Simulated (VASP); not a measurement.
Here is a VASP 6.6.1 calculation.

INCAR

```
SYSTEM = CoBi
PREC = Accurate
ENCUT = 520
EDIFF = 1E-8
ISMEAR = -1
SIGMA = 0.05
LREAL = .FALSE.
LASPH = .TRUE.
NELM = 150
ALGO = Normal
ISIF = 2
LWAVE = .FALSE.
LCHARG = .FALSE.
ISPIN = 2
MAGMOM = 2 0
LORBIT = 11
LMAXMIX = 4
GGA = PE
LEFG = .TRUE.
NBANDS = 23
```

File KPOINTS:

```
Automatic mesh
0
G
  13 13 13
  0 0 0
```

Contents of POSCAR:

```
CoBi
1.0
    0.0000000000      2.7003338955      2.7003338955
    2.7003338955      0.0000000000      2.7003338955
    2.7003338955      2.7003338955      0.0000000000
Co Bi
1 1
Direct
   -0.0148129830      0.0148129830      0.0148129830
    0.5000000000      0.5000000000      0.5000000000
```

Potentials or basis: VASP PAW PBE potentials, release 64 (Co, Bi_d).

Command:

```sh
$ cat potpaw_PBE.64/Co/POTCAR potpaw_PBE.64/Bi_d/POTCAR > POTCAR
$ mpirun -np 1 vasp_std > vasp.out
```

Task: Predict the site moments.

Result: Co +0.57; Bi -0.03 μB.

Task: Estimate the net moment.

Result: 0.52 μB per cell.

Task: What does it give for the pressure?

Result: 0.2 GPa.

Stress tensor (GPa, compression positive):
```
 0.79  0.00  0.00
 0.00 -0.14  0.00
 0.00  0.00 -0.14
```

Caveat: the cell differs from its parent crystal (atom 1 (Co) moved by [0.08, 0.0, 0.0] A); without QUAD_EFG the Cq values of the log hold for a quadrupole moment of 1 mb, not for the nuclei.
